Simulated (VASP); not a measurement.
# InSe in VASP: notebook, part 2 of 2

VASP 6.6.1. Earlier steps stand in the parts before.

### 5 Single point, PBE+D3(BJ)

The COD entry that gives the cell may itself be a prediction, so a difference from it is no test against experiment.

The input, INCAR:

```
PREC = Accurate
ENCUT = 520
EDIFF = 1E-7
ISMEAR = 0
SIGMA = 0.02
LREAL = False
LASPH = True
NELM = 60
ALGO = Normal
ISIF = 2
LWAVE = False
LCHARG = False
LDIPOL = True
IDIPOL = 3
DIPOL = 0.5 0.5 0.500
GGA = PE
IVDW = 12
NBANDS = 27
```

The input, KPOINTS:

```
regular mesh
0
Gamma
  9 9 1
```

The input, POSCAR:

```
InSe
1.0
    3.8250000000      0.0000000000      0.0000000000
   -1.9125000000      3.3125471695      0.0000000000
    0.0000000000      0.0000000000     36.7199571806
Se In
2 2
Direct
    0.0000000000      0.0000000000      0.4218950696
    0.0000000000      0.0000000000      0.5780771689
    0.6666666667      0.3333333333      0.4594644305
    0.6666666667      0.3333333333      0.5405078700
```

Potentials or basis: VASP PAW PBE potentials, release 64 (Se, In_d).

Run with:

```
cat potpaw_PBE.64/Se/POTCAR potpaw_PBE.64/In_d/POTCAR > POTCAR
mpirun -np 1 vasp_std > vasp.out
```

OUTCAR:

```text
PREC = Accurate
   ENCUT = 520
   EDIFF = 1E-7
   ISMEAR = 0
   LREAL = False
   LASPH = True
   NELM = 60
   ISIF = 2
   GGA = PE
   IVDW = 12
 IVDW          = 12

 ion  position               nearest neighbor table
   1  0.000  0.000  0.422-   3 2.60   3 2.60   3 2.60
   2  0.000  0.000  0.578-   4 2.60   4 2.60   4 2.60
   3  0.667  0.333  0.459-   1 2.60   1 2.60   1 2.60   4 2.98
   4  0.667  0.333  0.541-   2 2.60   2 2.60   2 2.60   3 2.98

  LATTYP: Found a hexagonal cell.
 ALAT       =     3.8250000000
 C/A-ratio  =     9.5999888054

  Lattice vectors:

[... 553 lines left out ...]
  -------------------------------------------------------------------------------------
  Total       3.88853     3.88853    -1.66463     0.00000     0.00000     0.00000
  in kB      13.39061    13.39061    -5.73237     0.00000     0.00000     0.00000
  external pressure =        7.02 kB  Pullay stress =        0.00 kB

 VOLUME and BASIS-vectors are now :
 -----------------------------------------------------------------------------
  energy-cutoff  :      520.00
  volume of cell :      465.26
      direct lattice vectors                 reciprocal lattice vectors
     3.825000000  0.000000000  0.000000000     0.261437908  0.150941247  0.000000000
    -1.912500000  3.312547170  0.000000000     0.000000000  0.301882494  0.000000000
     0.000000000  0.000000000 36.719957181     0.000000000  0.000000000  0.027233147

 POSITION                                       TOTAL-FORCE (eV/Angst)
 -----------------------------------------------------------------------------------
      0.00000      0.00000     15.49197        -0.000000      0.000000     -0.213393
      0.00000      0.00000     21.22697        -0.000000      0.000000      0.213393
      1.91250      1.10418     16.87151         0.000000     -0.000000      0.962734
      1.91250      1.10418     19.84743         0.000000     -0.000000     -0.962734
 -----------------------------------------------------------------------------------
    total drift:                                0.000001     -0.000000     -0.001796

  FREE ENERGIE OF THE ION-ELECTRON SYSTEM (eV)
  ---------------------------------------------------
  free  energy   TOTEN  =       -14.8355309712 eV

  energy  without entropy=      -14.8355309712  energy(sigma->0) =      -14.83553097

 vacuum level on the upper side and lower side of the slab         2.297         2.297
```

OSZICAR:

```text
N       E                     dE             d eps       ncg     rms          rms(c)
DAV:   1     0.302867652431E+03    0.30287E+03   -0.14597E+04   728   0.107E+03
DAV:   2     0.193421651884E+02   -0.28353E+03   -0.27939E+03   845   0.272E+02
DAV:   3    -0.131846734919E+02   -0.32527E+02   -0.32332E+02   808   0.117E+02
[... 18 lines left out ...]
DAV:  22    -0.138848898169E+02   -0.93462E-06   -0.12575E-08   614   0.609E-04    0.956E-05
DAV:  23    -0.138848907609E+02   -0.94402E-06   -0.18374E-08   535   0.482E-04    0.920E-05
DAV:  24    -0.138848910982E+02   -0.33727E-06   -0.48484E-09   601   0.330E-04    0.396E-05
DAV:  25    -0.138848912832E+02   -0.18503E-06   -0.13853E-09   562   0.217E-04    0.337E-05
DAV:  26    -0.138848913450E+02   -0.61744E-07    0.54482E-10   550   0.130E-04
   1 F= -.14835531E+02 E0= -.14835531E+02  d E =-.596294E-26
```

It took 2.8 min on 1 thread of Intel Xeon 6975P-C (Granite Rapids), shared host; peak memory 0.53 GiB.

Results:

```yaml
Free_energy: -14.8355 eV
Largest_force: 0.963 eV/Å
Band_gap_on_the_k_mesh: 1.93 eV, direct
Dispersion_energy_per_atom: -0.238 eV
```

Forces on the atoms (eV/Å):
```
Se   0.000  0.000 -0.213
Se   0.000  0.000  0.213
In   0.000  0.000  0.963
In   0.000  0.000 -0.963
```

Caveat: spin-orbit coupling is left out, which moves the levels of the heavy elements.

### 6 Single point, PBE+D3(BJ)

The input, INCAR:

```
  PREC = Accurate
  ENCUT = 520
  EDIFF = 1E-6
  ISMEAR = 0
  SIGMA = 0.02
  LREAL = F
  LASPH = T
  NELM = 60
  ALGO = Normal
  ISIF = 2
  LWAVE = F
  LCHARG = F
  LDIPOL = T
  IDIPOL = 3
  DIPOL = 0.5 0.5 0.500
  GGA = PE
  IVDW = 12
  NBANDS = 27
```

KPOINTS is that of step 5.

The input, POSCAR:

```
InSe
1.0
    3.8250000000      0.0000000000      0.0000000000
   -1.9125000000      3.3125471695      0.0000000000
    0.0000000000      0.0000000000     36.7199571806
Se In
2 2
Direct
    0.0000000000      0.0000000000      0.4298335320
    0.0000000000      0.0000000000      0.5701387065
    0.6666666667      0.3333333333      0.4635837234
    0.6666666667      0.3333333333      0.5363885708
```

Potentials or basis: VASP PAW PBE potentials, release 64 (Se, In_d).

Run with:

```
cat potpaw_PBE.64/Se/POTCAR potpaw_PBE.64/In_d/POTCAR > POTCAR
mpirun -np 1 vasp_std > vasp.out
```

OUTCAR:

```text
PREC = Accurate
   ENCUT = 520
   EDIFF = 1E-6
   ISMEAR = 0
   LREAL = F
   LASPH = T
   NELM = 60
   ISIF = 2
   GGA = PE
   IVDW = 12
 IVDW          = 12

 ion  position               nearest neighbor table
   1  0.000  0.000  0.430-   3 2.53   3 2.53   3 2.53
   2  0.000  0.000  0.570-   4 2.53   4 2.53   4 2.53
   3  0.667  0.333  0.464-   1 2.53   1 2.53   1 2.53   4 2.67
   4  0.667  0.333  0.536-   2 2.53   2 2.53   2 2.53   3 2.67

  LATTYP: Found a hexagonal cell.
 ALAT       =     3.8250000000
 C/A-ratio  =     9.5999888054

[... 554 lines left out ...]
  --------------------------------------------------------------------------------------
  -------------------------------------------------------------------------------------
  Total       6.71603     6.71603     5.63608    -0.00000     0.00000    -0.00000
  in kB      23.12746    23.12746    19.40849    -0.00000     0.00000    -0.00000
  external pressure =       21.89 kB  Pullay stress =        0.00 kB

 VOLUME and BASIS-vectors are now :
 -----------------------------------------------------------------------------
  energy-cutoff  :      520.00
  volume of cell :      465.26
      direct lattice vectors                 reciprocal lattice vectors
     3.825000000  0.000000000  0.000000000     0.261437908  0.150941247  0.000000000
    -1.912500000  3.312547170  0.000000000     0.000000000  0.301882494  0.000000000
     0.000000000  0.000000000 36.719957181     0.000000000  0.000000000  0.027233147

 POSITION                                       TOTAL-FORCE (eV/Angst)
 -----------------------------------------------------------------------------------
      0.00000      0.00000     15.78347        -0.000000      0.000000     -1.449467
      0.00000      0.00000     20.93547         0.000000      0.000000      1.449467
      1.91250      1.10418     17.02277         0.000000     -0.000000      0.676507
      1.91250      1.10418     19.69617        -0.000000     -0.000000     -0.676507
 -----------------------------------------------------------------------------------
    total drift:                                0.000001     -0.000001     -0.001612

  FREE ENERGIE OF THE ION-ELECTRON SYSTEM (eV)
  ---------------------------------------------------
  free  energy   TOTEN  =       -14.6439728735 eV

  energy  without entropy=      -14.6439728735  energy(sigma->0) =      -14.64397287

 vacuum level on the upper side and lower side of the slab         2.293         2.293
```

It took 2.4 min on 1 thread of Intel Xeon 6975P-C (Granite Rapids), shared host; peak memory 0.53 GiB.

What came out:

```yaml
Free_energy: -14.6440 eV
Largest_force: 1.449 eV/Å
Band_gap_on_the_k_mesh: 2.23 eV, indirect (least direct gap 2.35 eV)
Dispersion_energy_per_atom: -0.254 eV
```

Forces on the atoms (eV/Å):
```
Se   0.000  0.000 -1.449
Se   0.000  0.000  1.449
In   0.000  0.000  0.677
In   0.000  0.000 -0.677
```

Caveat: spin-orbit coupling is left out, which moves the levels of the heavy elements.
